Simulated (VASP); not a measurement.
# Rb (Fm-3m) in VASP: a series of runs

Runs on Rb. Level: PBEsol+D4. Tasks: single point.

All numbers are computed with VASP 6.6.1; they aren't measurements. Logs are shortened: lines on timing, memory, paths and dates and some standing lists are left out, and cuts for length are marked.

### Step 1. The cell of the first run

The structure is cubic, space group Fm-3m (No. 225). The conventional cell has a = 7.280 Å, b = 7.280 Å, c = 7.280 Å, α = 90.00°, β = 90.00°, γ = 90.00°.

### Step 2. Single point, PBEsol+D4

The input, INCAR:

```
SYSTEM = Rb
PREC = Accurate ; ENCUT = 520
EDIFF = 1E-7 ; ISMEAR = -1
SIGMA = 0.05 ; LREAL = .False.
LASPH = .True. ; NELM = 80
ALGO = Normal ; ISIF = 2
LWAVE = .False. ; LCHARG = .False.
GGA = PS ; IVDW = 13
NBANDS = 10
```

The input, KPOINTS:

```
Automatic mesh
0
Gamma
  2 2 2
  0 0 0
```

The input, POSCAR:

```
Rb
1.0
    0.0000000000      3.6398850000      3.6398850000
    3.6398850000      0.0000000000      3.6398850000
    3.6398850000      3.6398850000      0.0000000000
Rb
1
Direct
    0.0000000000      0.0000000000      0.0000000000
```

Potentials or basis: VASP PAW PBE potentials, release 64 (Rb_sv).

Started as:

```bash
> cat potpaw_PBE.64/Rb_sv/POTCAR > POTCAR
> mpirun -np 1 vasp_std > vasp.out
```

OUTCAR:

```text
SYSTEM = Rb
   PREC = Accurate
   ENCUT = 520
   EDIFF = 1E-7
   ISMEAR = -1
   LREAL = .False.
   LASPH = .True.
   NELM = 80
   ISIF = 2
   GGA = PS
   IVDW = 13

 ion  position               nearest neighbor table
   1  0.000  0.000  0.000-

  LATTYP: Found a face centered cubic cell.
 ALAT       =     7.2797700000

  Lattice vectors:

 A1 = (   0.0000000000,   3.6398850000,   3.6398850000)
 A2 = (   3.6398850000,   0.0000000000,   3.6398850000)
 A3 = (   3.6398850000,   3.6398850000,   0.0000000000)

Analysis of symmetry for initial positions (statically):
=====================================================================
 Subroutine PRICEL returns:
 Original cell was already a primitive cell.

 Routine SETGRP: Setting up the symmetry group for a
 face centered cubic supercell.

 Subroutine GETGRP returns: Found 48 space group operations
 (whereof 48 operations were pure point group operations)
 out of a pool of 48 trial point group operations.

The static configuration has the point symmetry O_h .

Analysis of symmetry for dynamics (positions and initial velocities):
=====================================================================
 Subroutine PRICEL returns:
 Original cell was already a primitive cell.

 Routine SETGRP: Setting up the symmetry group for a
 face centered cubic supercell.

 Subroutine GETGRP returns: Found 48 space group operations
 (whereof 48 operations were pure point group operations)
 out of a pool of 48 trial point group operations.

The dynamic configuration has the point symmetry O_h .

 Subroutine INISYM returns: Found 48 space group operations
 (whereof 48 operations are pure point group operations),
 and found     1 'primitive' translations

----------------------------------------------------------------------------------------

                                     Primitive cell

  volume of cell :      96.4479

  direct lattice vectors                    reciprocal lattice vectors
     0.000000000  3.639885000  3.639885000    -0.137366977  0.137366977  0.137366977
     3.639885000  0.000000000  3.639885000     0.137366977 -0.137366977  0.137366977
     3.639885000  3.639885000  0.000000000     0.137366977  0.137366977 -0.137366977

  length of vectors
     5.147574732  5.147574732  5.147574732     0.237926584  0.237926584  0.237926584

  position of ions in fractional coordinates (direct lattice)
     0.000000000  0.000000000  0.000000000

  ion indices of the primitive-cell ions
   primitive index   ion index
                 1           1

----------------------------------------------------------------------------------------

 KPOINTS: Automatic mesh

Automatic generation of k-mesh.
 Grid dimensions read from file:
 generate k-points for:    2    2    2

 Generating k-lattice:

  Cartesian coordinates                     Fractional coordinates (reciprocal lattice)
    -0.068683489  0.068683489  0.068683489     0.500000000  0.000000000  0.000000000
     0.068683489 -0.068683489  0.068683489     0.000000000  0.500000000  0.000000000
     0.068683489  0.068683489 -0.068683489     0.000000000  0.000000000  0.500000000

  Length of vectors
     0.118963292  0.118963292  0.118963292

  Shift w.r.t. Gamma in fractional coordinates (k-lattice)
     0.000000000  0.000000000  0.000000000

 Subroutine IBZKPT returns following result:
 ===========================================

 Found      3 irreducible k-points:

 Following reciprocal coordinates:
            Coordinates               Weight
  0.000000  0.000000  0.000000      1.000000
  0.500000  0.000000  0.000000      4.000000
  0.500000  0.500000  0.000000      3.000000
   k-points           NKPTS =      3   k-points in BZ     NKDIM =      3   number of bands    NBANDS=     10
   number of dos      NEDOS =    301   number of ions     NIONS =      1
   total plane-waves  NPLWV =  64000
   dimension x,y,z NGX =    40 NGY =   40 NGZ =   40
   dimension x,y,z NGXF=    80 NGYF=   80 NGZF=   80
   ions per type =               1
   NGX,Y,Z   is equivalent  to a cutoff of  12.92, 12.92, 12.92 a.u.
   NGXF,Y,Z  is equivalent  to a cutoff of  25.84, 25.84, 25.84 a.u.
 SYSTEM =  Rb
   PREC   = accura    normal or accurate (medium, high low for compatibility)
   ISTART =      0    job   : 0-new  1-cont  2-samecut
   ICHARG =      2    charge: 1-file 2-atom 10-const
   ISPIN  =      1    spin polarized calculation?
   LNONCOLLINEAR =      F non collinear calculations
   LSORBIT =      F    spin-orbit coupling
   LASPH  =      T    aspherical Exc in radial PAW
   ENCUT  =  520.0 eV  38.22 Ry    6.18 a.u.   9.57  9.57  9.57*2*pi/ulx,y,z
   NELM   =     80;   NELMIN=  2; NELMDL= -5     # of ELM steps
   EDIFF  = 0.1E-06   stopping-criterion for ELM
   LREAL  =      F    real-space projection
   EDIFFG = 0.1E-05   stopping-criterion for IOM
   NSW    =      0    number of steps for IOM
   IBRION =     -1    ionic relax: 0-MD 1-quasi-New 2-CG
   NFREE  =      0    steps in history (QN), initial steepest desc. (CG)
   ISIF   =      2    stress and relaxation
   ISYM   =      2    0-nonsym 1-usesym 2-fastsym
   POTIM  = 0.5000    time-step for ionic-motion
   TEBEG  =    0.0;   TEEND  =   0.0 temperature during run
   PSTRESS=    0.0 pullay stress
   NELECT =       9.0000    total number of electrons
   NUPDOWN=      -1.0000    fix difference up-down
   EMIN   =  10.00;   EMAX   =-10.00  energy-range for DOS
   EFERMI =   0.00;   METHOD = LEGACY
   ISMEAR =    -1;   SIGMA  =   0.05  broadening in eV -4-tet -1-fermi 0-gaus
   EFERMI_NEDOS =   21; number of points for ismear=-14 and -15
   IALGO  =     38    algorithm
   IMIX   =      4    mixing-type and parameters
     AMIX     =   0.40;   BMIX     =  1.00
     AMIX_MAG =   1.60;   BMIX_MAG =  1.00
  volume/ion in A,a.u.               =      96.45       650.86
  Fermi-wavevector in a.u.,A,eV,Ry     =   0.742548  1.403213  7.501952  0.551378
  Thomas-Fermi vector in A             =   1.837453
   LORBIT       =      0    0 simple, 1 ext, 2 COOP (PROOUT), +10 PAW based schemes
   GGA     = PS    functional components
   LHFCALC =     F    Hartree Fock is set to
   AEXX    =    0.0000 exact exchange contribution
   IVDW    =    13    specifies the selected vdW correction
   LEPSILON=     F    determine dielectric tensor
   LRPA    =     F    only Hartree local field effects (RPA)
 non-spin polarized calculation
  energy-cutoff  :      520.00
  volume of cell :       96.45
 maximum number of plane-waves:      2637
 NGX is ok and might be reduce to    40
   NGX = 19   NGY = 19   NGZ = 19

 number of electron       9.0000000 magnetization

 Free energy of the ion-electron system (eV)
  ---------------------------------------------------
  ext. energy  EPLUGINS =         0.00000000
  ---------------------------------------------------
  free energy    TOTEN  =        -0.71259574 eV

  energy without entropy =       -0.68444211  energy(sigma->0) =       -0.69851892

 E-fermi :   0.0355     XC(G=0):  -5.3222

 val. band max:       -0.0194362264   @ k =   0.5000   0.0000   0.0000
 cond. band min:       0.5331622724   @ k =   0.5000   0.0000   0.0000
 fundamental gap:      0.5525984987
 Fermi energy:         0.0354783613

 k-point     1 :       0.0000    0.0000    0.0000
  band No.  band energies     occupation
      1     -28.9655      2.00000
      2     -13.0196      2.00000
      3     -13.0196      2.00000
      4     -13.0196      2.00000
      5      -2.0259      2.00000
      6       3.3928      0.00000
      7       3.3928      0.00000
      8       3.3928      0.00000
      9       4.7098      0.00000
     10       4.7098      0.00000

 k-point     2 :       0.5000    0.0000    0.0000
  band No.  band energies     occupation
      1     -28.9626      2.00000
      2     -13.0980      2.00000
      3     -13.0306      2.00000
      4     -13.0306      2.00000
      5      -0.0194      1.49988
      6       0.5332      0.00010
      7       3.2204      0.00000
      8       3.2204      0.00000
      9       5.2123      0.00000
     10       5.5019      0.00000

 k-point     3 :       0.5000    0.5000    0.0000
  band No.  band energies     occupation
      1     -28.9617      2.00000
      2     -13.0937      2.00000
      3     -13.0485      2.00000
      4     -13.0485      2.00000
      5       0.5854      0.00003
      6       1.1727      0.00000
      7       1.6706      0.00000
      8       4.1647      0.00000
      9       4.1647      0.00000
     10       4.5144      0.00000

------------------------ aborting loop because EDIFF is reached ----------------------------------------

  DFT-D4 for vdW energy calculation

  Edisp (eV):   -0.03977

  FORCE on cell =-STRESS in cart. coord.  units (eV):
  Direction    XX          YY          ZZ          XY          YZ          ZX
  --------------------------------------------------------------------------------------
  -------------------------------------------------------------------------------------
  Total      -0.21038    -0.21038    -0.21038    -0.00000    -0.00000     0.00000
  in kB      -3.49479    -3.49479    -3.49479    -0.00000    -0.00000     0.00000
  external pressure =       -3.49 kB  Pullay stress =        0.00 kB

 VOLUME and BASIS-vectors are now :
 -----------------------------------------------------------------------------
  energy-cutoff  :      520.00
  volume of cell :       96.45
      direct lattice vectors                 reciprocal lattice vectors
     0.000000000  3.639885000  3.639885000    -0.137366977  0.137366977  0.137366977
     3.639885000  0.000000000  3.639885000     0.137366977 -0.137366977  0.137366977
     3.639885000  3.639885000  0.000000000     0.137366977  0.137366977 -0.137366977

 POSITION                                       TOTAL-FORCE (eV/Angst)
 -----------------------------------------------------------------------------------
      0.00000      0.00000      0.00000        -0.000000      0.000000     -0.000000
 -----------------------------------------------------------------------------------
    total drift:                               -0.000000     -0.000000     -0.000000

  FREE ENERGIE OF THE ION-ELECTRON SYSTEM (eV)
  ---------------------------------------------------
  free  energy   TOTEN  =        -0.7523625719 eV

  energy  without entropy=       -0.7242089394  energy(sigma->0) =       -0.73828576
```

Wall time 7.6 s (1 thread of Intel Xeon 8259CL, shared host); peak memory 0.22 GiB.

What came out:

```
Free energy                : -0.7524 eV
Pressure                   : -0.3 GPa
Dispersion energy per atom : -0.040 eV
```

Caveat: the k points lie up to 0.75 Å⁻¹ apart; the PAW data sets were made with another functional, which shifts forces and pressure a little; pairwise dispersion overbinds metals, which lowers pressure and volume.

### Step 3. Single point, PBEsol+D4

The input, INCAR:

```
SYSTEM = Rb
ALGO = Normal
EDIFF = 1E-6
ENCUT = 520
GGA = PS
ISIF = 2
ISMEAR = -1
IVDW = 13
LASPH = .True.
LCHARG = .False.
LREAL = .False.
LWAVE = .False.
NBANDS = 10
NELM = 80
PREC = Accurate
SIGMA = 0.05
```

The input, KPOINTS:

```
k-points
0
Gamma
  3 3 3
  0 0 0
```

POSCAR is that of step 2.

Potentials or basis: VASP PAW PBE potentials, release 64 (Rb_sv).

Started as:

```bash
> cat potpaw_PBE.64/Rb_sv/POTCAR > POTCAR
> mpirun -np 1 vasp_std > vasp.out
```

Wall time 8.6 s (1 thread of Intel Xeon 8259CL, shared host); peak memory 0.22 GiB.

It converged, with:

```yaml
Free_energy: -1.1282 eV
Pressure: -0.4 GPa
Dispersion_energy_per_atom: -0.040 eV
```

Levels at points of the mesh, in eV from the Fermi level:
```tsv
k point	band 2	band 3	band 4	band 5	band 6	band 7	band 8	band 9
(0.00, 0.00, 0.00)	-12.54	-12.54	-12.54	-1.49	3.95	3.95	3.95	5.24
```

Caveat: the k points lie up to 0.50 Å⁻¹ apart; the PAW data sets were made with another functional, which shifts forces and pressure a little; pairwise dispersion overbinds metals, which lowers pressure and volume.

### Step 4. Single point, PBEsol+D4

The input, INCAR:

```
ALGO = Normal ; EDIFF = 1E-6
ENCUT = 520 ; GGA = PS
ISIF = 2 ; ISMEAR = -1
IVDW = 13 ; LASPH = T
LCHARG = F ; LREAL = F
LWAVE = F ; NBANDS = 10
NELM = 60 ; PREC = Accurate
SIGMA = 0.05
```

The input, KPOINTS:

```
k-points
0
Gamma
  4 4 4
```

POSCAR is that of step 3.

Potentials or basis: VASP PAW PBE potentials, release 64 (Rb_sv).

Started as:

```bash
> cat potpaw_PBE.64/Rb_sv/POTCAR > POTCAR
> mpirun -np 1 vasp_std > vasp.out
```

OUTCAR:

```text
EDIFF = 1E-6
   ENCUT = 520
   GGA = PS
   ISIF = 2
   ISMEAR = -1
   IVDW = 13
   LASPH = T
   LREAL = F
   NELM = 60
   PREC = Accurate

 ion  position               nearest neighbor table
   1  0.000  0.000  0.000-

  LATTYP: Found a face centered cubic cell.
 ALAT       =     7.2797700000

  Lattice vectors:

 A1 = (   0.0000000000,   3.6398850000,   3.6398850000)
 A2 = (   3.6398850000,   0.0000000000,   3.6398850000)
[... 265 lines left out ...]
      9       5.1469      0.00000
     10       5.1734      0.00000

------------------------ aborting loop because EDIFF is reached ----------------------------------------

  DFT-D4 for vdW energy calculation

  Edisp (eV):   -0.03977

  FORCE on cell =-STRESS in cart. coord.  units (eV):
  Direction    XX          YY          ZZ          XY          YZ          ZX
  --------------------------------------------------------------------------------------
  -------------------------------------------------------------------------------------
  Total      -0.16804    -0.16804    -0.16804    -0.00000     0.00000    -0.00000
  in kB      -2.79140    -2.79140    -2.79140    -0.00000     0.00000    -0.00000
  external pressure =       -2.79 kB  Pullay stress =        0.00 kB

 VOLUME and BASIS-vectors are now :
 -----------------------------------------------------------------------------
  energy-cutoff  :      520.00
  volume of cell :       96.45
      direct lattice vectors                 reciprocal lattice vectors
     0.000000000  3.639885000  3.639885000    -0.137366977  0.137366977  0.137366977
     3.639885000  0.000000000  3.639885000     0.137366977 -0.137366977  0.137366977
     3.639885000  3.639885000  0.000000000     0.137366977  0.137366977 -0.137366977

 POSITION                                       TOTAL-FORCE (eV/Angst)
 -----------------------------------------------------------------------------------
      0.00000      0.00000      0.00000         0.000000      0.000000      0.000000
 -----------------------------------------------------------------------------------
    total drift:                               -0.000000     -0.000000     -0.000000

  FREE ENERGIE OF THE ION-ELECTRON SYSTEM (eV)
  ---------------------------------------------------
  free  energy   TOTEN  =        -1.0156322006 eV

  energy  without entropy=       -0.9964985221  energy(sigma->0) =       -1.00606536
```

OSZICAR:

```text
N       E                     dE             d eps       ncg     rms          rms(c)
DAV:   1     0.480504306115E+02    0.48050E+02   -0.34378E+03   160   0.663E+02
DAV:   2     0.223654160594E+01   -0.45814E+02   -0.45451E+02   186   0.119E+02
DAV:   3    -0.807019475390E+00   -0.30436E+01   -0.30388E+01   196   0.341E+01
DAV:   4    -0.974166275364E+00   -0.16715E+00   -0.16684E+00   238   0.707E+00
DAV:   5    -0.975275887210E+00   -0.11096E-02   -0.11093E-02   202   0.696E-01    0.994E-01
DAV:   6    -0.975315341540E+00   -0.39454E-04   -0.19351E-03   236   0.252E-01    0.593E-01
DAV:   7    -0.975772363232E+00   -0.45702E-03   -0.29820E-03   200   0.319E-01    0.474E-02
DAV:   8    -0.975856478521E+00   -0.84115E-04   -0.10189E-04   206   0.805E-02    0.209E-02
DAV:   9    -0.975865590696E+00   -0.91122E-05   -0.14221E-05   212   0.284E-02    0.595E-03
DAV:  10    -0.975865367404E+00    0.22329E-06   -0.30514E-06   198   0.980E-03
   1 F= -.10156322E+01 E0= -.10060654E+01  d E =-.191337E-01
```

stdout:

```text
POSCAR found type information on POSCAR Rb
 POSCAR found :  1 types and       1 ions
 scaLAPACK will be used
 -----------------------------------------------------------------------------
|                                                                             |
|                                                                             |
|     You enforced a specific xc type in the INCAR file but a different       |
|     I HOPE YOU KNOW WHAT YOU ARE DOING!                                     |
|                                                                             |
 -----------------------------------------------------------------------------

 LDA part: xc-table for (Slater+PW92), standard interpolation
 POSCAR, INCAR and KPOINTS ok, starting setup
 FFT: planning ... GRIDC
 FFT: planning ... GRID_SOFT
 FFT: planning ... GRID
 WAVECAR not read
 entering main loop
```

Wall time 11 s (1 thread of Intel Xeon 8259CL, shared host); peak memory 0.22 GiB.

What came out:

* Free energy: -1.0156 eV
* Pressure: -0.3 GPa
* Dispersion energy per atom: -0.040 eV

Caveat: the k points lie up to 0.37 Å⁻¹ apart; the PAW data sets were made with another functional, which shifts forces and pressure a little; pairwise dispersion overbinds metals, which lowers pressure and volume.

### Step 5. Single point, PBEsol+D4

The input, INCAR:

```
  PREC = Accurate
  ENCUT = 520
  EDIFF = 1E-6
  ISMEAR = -1
  SIGMA = 0.05
  LREAL = F
  LASPH = T
  NELM = 80
  ALGO = Normal
  ISIF = 2
  LWAVE = F
  LCHARG = T
  GGA = PS
  IVDW = 13
  LELF = T
  LVHAR = T
  NBANDS = 10
```

The input, KPOINTS:

```
regular mesh
0
Gamma
  5 5 5
```

POSCAR is that of step 4.

Started as:

```bash
> cat potpaw_PBE.64/Rb_sv/POTCAR > POTCAR
> mpirun -np 1 vasp_std > vasp.out
```

Wall time 15 s (1 thread of Intel Xeon 8259CL, shared host); peak memory 0.23 GiB.

It converged, with:

| Quantity | Value |
| --- | --- |
| Free energy | -1.0843 eV |
| Pressure | -0.4 GPa |
| Dispersion energy per atom | -0.040 eV |

Levels at points of the mesh, in eV from the Fermi level:
```
           k point  band 1  band 2  band 3  band 4  band 5  band 6  band 7  band 8  band 9  band 10
(0.00, 0.00, 0.00)  -28.97  -13.03  -13.03  -13.03   -1.98    3.46    3.46    3.46    4.75     4.75
```

Caveat: the PAW data sets were made with another functional, which shifts forces and pressure a little; pairwise dispersion overbinds metals, which lowers pressure and volume.

### Step 6. Single point, PBEsol+D4

The input, INCAR:

```
PREC     = Accurate       # precision mode
ENCUT    = 520            # plane-wave cutoff, eV
EDIFF    = 1E-6           # SCF threshold, eV
ISMEAR   = -1             # smearing method
SIGMA    = 0.05           # smearing width, eV
LREAL    = F              # projectors in reciprocal space
LASPH    = T              # aspherical terms in the spheres
NELM     = 80             # most SCF steps
ALGO     = Normal         # electronic algorithm
ISIF     = 2              # what is computed and relaxed
LWAVE    = F              # write WAVECAR
LCHARG   = F              # write CHGCAR
GGA      = PS             # functional
IVDW     = 13             # dispersion correction
NBANDS   = 10             # bands
```

The input, KPOINTS:

```
regular mesh
0
Gamma
  7 7 7
```

POSCAR is that of step 5.

Potentials or basis: VASP PAW PBE potentials, release 64 (Rb_sv).

Started as:

```bash
> cat potpaw_PBE.64/Rb_sv/POTCAR > POTCAR
> mpirun -np 1 vasp_std > vasp.out
```

Wall time 23 s (1 thread of Intel Xeon 8259CL, shared host); peak memory 0.23 GiB.

It converged, with:

| Quantity | Value |
| --- | --- |
| Free energy | -1.0673 eV |
| Pressure | -0.3 GPa |
| Dispersion energy per atom | -0.040 eV |

Levels at points of the mesh, in eV from the Fermi level:
| k point | band 2 | band 3 | band 4 | band 5 | band 6 | band 7 | band 8 | band 9 |
| --- | --- | --- | --- | --- | --- | --- | --- | --- |
| (0.00, 0.00, 0.00) | -13.00 | -13.00 | -13.00 | -1.96 | 3.48 | 3.48 | 3.48 | 4.77 |

Caveat: the PAW data sets were made with another functional, which shifts forces and pressure a little; pairwise dispersion overbinds metals, which lowers pressure and volume.

### Step 7. Overview

| k mesh | gap on the mesh (eV) | pressure (GPa) |
| --- | --- | --- |
| 2 × 2 × 2 | none | -0.3 |
| 3 × 3 × 3 | none | -0.4 |
| 4 × 4 × 4 | none | -0.3 |
| 5 × 5 × 5 | none | -0.4 |
| 7 × 7 × 7 | none | -0.3 |

Alike in all rows: task single point; level PBEsol+D4; potentials or basis VASP PAW PBE potentials, release 64 (Rb_sv); no spin polarisation; cell as given; cutoff (eV) 520; smearing fermi-dirac 0.05 eV.

Caveats: some runs use coarse meshes; the PAW data sets were made with another functional, which shifts forces and pressure a little; pairwise dispersion overbinds metals, which lowers pressure and volume.

Total energies depend on the potentials used, so only differences within one code and one set of settings carry meaning.
